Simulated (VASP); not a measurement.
Wanted: the native input for a VASP 6.6.1 run.

```yaml
Task: single point
Functional: RPBE
Potentials_or_basis: VASP PAW PBE potentials, release 64 (Sb)
Cutoff: 520 eV
k_mesh: 14 × 14 × 14
Occupations: fermi-dirac, width 0.1 eV
Spin: no spin polarisation
Dipole_correction: no
Further_INCAR_settings: ALGO = Normal; EDIFF = 1e-06; NBANDS = 12
```

The structure of Sb lies in POSCAR:

```
Sb
1.0
    2.1997792159      1.2700431225      3.9825479832
   -2.1997792159      1.2700431225      3.9825479832
    0.0000000000     -2.5400862449      3.9825479832
Sb
2
Direct
    0.2303412899      0.2303412899      0.2303412899
    0.7696587101      0.7696587101      0.7696587101
```

One way to write it, as run:

INCAR

```
  PREC = Accurate
  ENCUT = 520
  EDIFF = 1E-6
  ISMEAR = -1
  SIGMA = 0.1
  LREAL = False
  LASPH = True
  NELM = 100
  ALGO = Normal
  ISIF = 2
  LWAVE = False
  LCHARG = True
  GGA = RP
  LELF = True
  LVHAR = True
  NBANDS = 12
```

KPOINTS

```
Automatic mesh
0
Gamma
  14 14 14
```

Potentials or basis: VASP PAW PBE potentials, release 64 (Sb).

Command:

```console
$ cat potpaw_PBE.64/Sb/POTCAR > POTCAR
$ mpirun -np 1 vasp_std > vasp.out
```

It gave:

```yaml
Pressure: 0.0 GPa
Largest_force: 0.041 eV/Å
Band_gap_on_the_k_mesh: zero (bands 5 and 6 overlap by 0.24 eV)
```

Caveat: the PAW data sets were made with another functional, which shifts forces and pressure a little; spin-orbit coupling is left out, which moves the levels of the heavy elements.

It took 6.3 min on 1 thread of Intel Xeon 8259CL, with other jobs on the host, peak memory 0.35 GiB.
